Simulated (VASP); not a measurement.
A run of VASP 6.6.1:

INCAR

```
SYSTEM = Ru
  ALGO = Fast
  EDIFF = 1E-6
  ENCUT = 520
  GGA = CA
  ISIF = 2
  ISMEAR = 0
  LASPH = .TRUE.
  LCHARG = .FALSE.
  LREAL = .FALSE.
  LWAVE = .FALSE.
  NBANDS = 21
  NELM = 100
  PREC = Accurate
  SIGMA = 0.1
```

Contents of KPOINTS:

```
k-points
0
G
  9 9 6
  0 0 0
```

Contents of POSCAR:

```
Ru
1.0
    2.6729789960      0.0000000000      0.0000000000
   -1.3364894980      2.3148677143      0.0000000000
    0.0000000000      0.0000000000      4.2281491570
Ru
2
Direct
    0.3333333333      0.6666666667      0.2500000000
    0.6666666667      0.3333333333      0.7500000000
```

Potentials or basis: VASP PAW LDA potentials, release 64 (Ru_pv).

Launch:

```bash
$ cat potpaw_LDA.64/Ru_pv/POTCAR > POTCAR
$ mpirun -np 1 vasp_std > vasp.out
```

Hardware: 1 thread of Intel(R) Xeon(R) 6975P-C (Granite Rapids), with other jobs on the host.

How long does it take, and how much memory?

Run time: 10 s on 1 thread of Intel(R) Xeon(R) 6975P-C (Granite Rapids), on a shared host, peak memory 0.13 GiB. Counts: scf iterations 12, k points 48.
